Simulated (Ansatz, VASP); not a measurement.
LaAgO3 in VASP and in Ansatz

INCAR

```
SYSTEM = LaAgO3
PREC = Accurate
ENCUT = 520
EDIFF = 1E-6
ISMEAR = -1
SIGMA = 0.15
LREAL = .FALSE.
LASPH = .TRUE.
NELM = 80
ALGO = Normal
ISIF = 2
LWAVE = .FALSE.
LCHARG = .TRUE.
LELF = .TRUE.
LVHAR = .TRUE.
NBANDS = 28
```

File KPOINTS:

```
regular mesh
0
G
  6 6 6
  0 0 0
```

File POSCAR:

```
LaAgO3
1.0
    4.0387959009      0.0000000000      0.0000000000
    0.0000000000      4.0387959009      0.0000000000
    0.0000000000      0.0000000000      4.0387959009
La Ag O
1 1 3
Direct
    0.5000000000      0.5000000000      0.5000000000
    0.0000000000      0.0000000000      0.0000000000
    0.5000000000      0.0000000000      0.0000000000
    0.0000000000      0.5000000000      0.0000000000
    0.0000000000      0.0000000000      0.5000000000
```

Input for Ansatz:

```yaml
crystal:
  lattice:
    - [4.038795900917509, 0.0, 0.0]
    - [0.0, 4.038795900917509, 0.0]
    - [0.0, 0.0, 4.038795900917509]
  atoms:
    - { symbol: La, position: [0.5, 0.5, 0.5] }
    - { symbol: Ag, position: [0.0, 0.0, 0.0] }
    - { symbol: O, position: [0.5, 0.0, 0.0] }
    - { symbol: O, position: [0.0, 0.5, 0.0] }
    - { symbol: O, position: [0.0, 0.0, 0.5] }
basis:
  ecutwfc: 500.0
kpoints:
  mp_grid:
    grid: [6, 6, 6]
hamiltonian:
  xc: lda
  pseudopotentials:
    kind: paw
scf:
  occupations:
    method: fermi_dirac
    width: 0.15
output:
  stress: true
```

Alike in both runs: task single point; functional LDA; k mesh 6 × 6 × 6; occupations fermi-dirac, width 0.15 eV; no spin polarisation.

```csv
,VASP,Ansatz
version,VASP 6.6.1,Ansatz 0.2.0
potentials or method,"VASP PAW LDA potentials, release 64 (La, Ag, O), cutoff 520 eV","plane waves, PAW"
valence electrons in the cell,40,48
```

```csv
,VASP,Ansatz,Ansatz less VASP
pressure (GPa),-5.4,-5.5,-0.01
```

LDA's correlation is that of Perdew and Zunger in VASP and of Perdew and Wang (1992) in Ansatz. VASP's potentials hold 40 valence electrons a cell and Ansatz's 48, so a difference there can come from the potentials and not from the codes.

Spin-orbit coupling is off throughout.
